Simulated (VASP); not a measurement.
Write the native input for VASP 6.6.1 that does the following.

```yaml
Task: single point
Functional: PBE
Potentials_or_basis: VASP PAW PBE potentials, release 64 (Si, C)
Cutoff: 520 eV
k_mesh: 2 × 2 × 2
Occupations: gaussian, width 0.02 eV
Spin: no spin polarisation
Dipole_correction: no
Further_INCAR_settings: LREAL = Auto; ALGO = Normal; EDIFF = 1e-07; NBANDS = 88
```

The structure of Si16C17 (a cell with a defect) lies in POSCAR:

```
Si16C17
1.0
    6.1838730322      0.0000000000      0.0000000000
   -3.0919365161      5.3553911397      0.0000000000
    0.0000000000      0.0000000000     10.1485845858
Si C
16 17
Direct
    0.1661804396      0.3316988346      0.2501660186
    0.1678336286      0.3350087703      0.7507806567
    0.1723647699      0.8332586516      0.2517944230
    0.1710963559      0.8362093231      0.7429936595
    0.6428105315      0.2850338958      0.2664401107
    0.6688137612      0.3369895780      0.7469465260
    0.6615913949      0.8334042993      0.2517272215
    0.6657878344      0.8362365854      0.7430061735
    0.3280268463      0.1616712911      0.5040277249
    0.3399175969      0.1728710333      0.9986959181
    0.3320995251      0.6634865516      0.4980445260
    0.3360664101      0.6715319024      0.9954279747
    0.8343429603      0.1616485103      0.5040192508
    0.8335635318      0.1728777555      0.9986976917
    0.8287006754      0.6566945174      0.4905185504
    0.8457396974      0.6908537404      0.9733936705
    0.1656229461      0.3305353342      0.4373339910
    0.1686748728      0.3367206900      0.9389597061
    0.1683076923      0.8332623862      0.4384949411
    0.1812333471      0.8443045302      0.9276002895
    0.6554367830      0.3101427994      0.4494517399
    0.6734781769      0.3463371678      0.9370036698
    0.6656665048      0.8332364310      0.4384415346
    0.6636807833      0.8443037832      0.9276047236
    0.3339141552      0.1652461934      0.1881316536
    0.3331031501      0.1700884167      0.6890246557
    0.3325981672      0.6645126205      0.1847228039
    0.3330190131      0.6653514014      0.6837401749
    0.8319891510      0.1653621513      0.1881254459
    0.8376606280      0.1700869229      0.6890199260
    0.8026716151      0.6044184105      0.2452113375
    0.8347529043      0.6688594552      0.6832832639
   -0.1121818493     -0.2248252216      0.1455454194
```

One way to write it, as run:

INCAR

```
PREC = Accurate ; ENCUT = 520
EDIFF = 1E-7 ; ISMEAR = 0
SIGMA = 0.02 ; LREAL = Auto
LASPH = T ; NELM = 100
ALGO = Normal ; ISIF = 2
LWAVE = F ; LCHARG = T
GGA = PE ; LELF = T
LVHAR = T ; NBANDS = 88
```

KPOINTS

```
regular mesh
0
Gamma
  2 2 2
```

Potentials or basis: VASP PAW PBE potentials, release 64 (Si, C).

The run is started by

```sh
$ cat potpaw_PBE.64/Si/POTCAR potpaw_PBE.64/C/POTCAR > POTCAR
$ mpirun -np 1 vasp_std > vasp.out
```

It gave:

- Pressure: 6.8 GPa
- Largest force: 0.085 eV/Å
- Band gap on the k mesh: zero (bands 66 and 67 overlap by 1.17 eV)

Caveat: the k points lie up to 0.59 Å⁻¹ apart, too coarse for converged energies and pressures of a metal.

It took 12 min on 1 thread of AMD EPYC 7R43 64-Core Processor (Zen 3), on a shared host, peak memory 0.44 GiB.
